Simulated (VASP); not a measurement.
Wanted: the native input for a VASP 6.6.1 run.

* Task: single point
* Functional: PBE-based screened hybrid with 25 % exact exchange
* Potentials or basis: VASP PAW PBE potentials, release 64 (Pt)
* Cutoff: 520 eV
* k mesh: 6 × 6 × 3
* Occupations: fermi-dirac, width 0.05 eV
* Spin: no spin polarisation
* Dipole correction: no
* Grid for exact exchange (PRECFOCK): Normal
* Share of exact exchange: 0.25
* Further INCAR settings: ALGO = Normal; EDIFF = 1e-06; NBANDS = 17
* Screening parameter: 0.3 1/Å

Crystal: Pt.

```
CELL_PARAMETERS angstrom
2.72437 0.00000 0.00000
-1.36218 2.35937 0.00000
0.00000 0.00000 4.73155
ATOMIC_POSITIONS crystal
Pt 0.33333 0.66667 0.25000
Pt 0.66667 0.33333 0.75000
```

This isn't the form of Pt at room conditions, which is fcc.

One way to write it, as run:

POSCAR

```
Pt
1.0
    2.7243673324      0.0000000000      0.0000000000
   -1.3621836662      2.3593713191      0.0000000000
    0.0000000000      0.0000000000      4.7315496266
Pt
2
Direct
    0.3333333333      0.6666666667      0.2500000000
    0.6666666667      0.3333333333      0.7500000000
```

INCAR.step1

```
PREC = Accurate ; ENCUT = 520
EDIFF = 1E-5 ; ISMEAR = -1
SIGMA = 0.05 ; LREAL = False
LASPH = True ; NELM = 60
ALGO = Normal ; ISIF = 2
LWAVE = True ; GGA = PE
NBANDS = 17
```

INCAR.step2

```
PREC = Accurate ; ENCUT = 520
EDIFF = 1E-6 ; ISMEAR = -1
SIGMA = 0.05 ; LREAL = False
LASPH = True ; NELM = 60
ALGO = Normal ; ISIF = 2
LWAVE = False ; LCHARG = True
GGA = PE ; LHFCALC = True
AEXX = 0.25 ; HFSCREEN = 0.3
PRECFOCK = Normal ; LELF = True
LVHAR = True ; ISTART = 1
NBANDS = 17
```

KPOINTS

```
regular mesh
0
Gamma
  6 6 3
```

Potentials or basis: VASP PAW PBE potentials, release 64 (Pt).

Run with:

```bash
$ cat potpaw_PBE.64/Pt/POTCAR > POTCAR
$ cp INCAR.step1 INCAR
$ mpirun -np 1 vasp_std > vasp.out
$ cp INCAR.step2 INCAR
$ mpirun -np 1 vasp_std > vasp.out
```

Results of the run:

```yaml
Pressure: 0.3 GPa
Band_gap_on_the_k_mesh: zero (bands 10 and 11 overlap by 1.48 eV)
```

Caveat: the k points lie up to 0.44 Å⁻¹ apart, too coarse for converged energies and pressures of a metal; the PAW data sets were made with another functional, which shifts forces and pressure a little; spin-orbit coupling is left out, which moves the levels of the heavy elements.

Run time: 33 min on 1 thread of Intel Xeon 8259CL, on a shared host, peak memory 0.26 GiB.
